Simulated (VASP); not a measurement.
A run of VASP 6.6.1 is set up as follows.

The input INCAR:

```
SYSTEM = WS2
PREC = Accurate
ENCUT = 520
EDIFF = 1E-7
ISMEAR = 0
SIGMA = 0.05
LREAL = .FALSE.
LASPH = .TRUE.
NELM = 60
ALGO = Normal
ISIF = 2
LWAVE = .FALSE.
LCHARG = .TRUE.
GGA = PE
IVDW = 12
LELF = .TRUE.
LVHAR = .TRUE.
NBANDS = 20
```

KPOINTS

```
regular mesh
0
G
  12 12 2
  0 0 0
```

Contents of POSCAR:

```
WS2
1.0
    3.1597167055      0.0000000000     -0.4739575058
   -1.5798583527      2.7363949357      0.2369787529
   -2.5409197093      0.0000000000     14.3985450196
W S
1 2
Direct
    0.3328927176      0.6657854352      0.0000000000
    0.5021383596      0.3337739491      0.8867671307
    0.8316355894      0.3337739491      0.1132328693
```

Potentials or basis: VASP PAW PBE potentials, release 64 (W_sv, S).

Command:

```bash
$ cat potpaw_PBE.64/W_sv/POTCAR potpaw_PBE.64/S/POTCAR > POTCAR
$ mpirun -np 1 vasp_std > vasp.out
```

Problem. Estimate the dispersion energy per atom.

Solution. -0.309 eV.

Problem. Predict the largest force.

Solution. 0.004 eV/Å.

Problem. Estimate the band gap on the k mesh.

Solution. 1.84 eV.

Forces in eV/Å, atoms in the order of the input:
```
W    0.000  0.000  0.000
S   -0.001  0.000 -0.004
S    0.001  0.000  0.004
```

Caveat: the cell differs from its parent crystal (engineering shear strain xz -0.3000, normal strain along z -0.1500); spin-orbit coupling is left out, which moves the levels of the heavy elements.
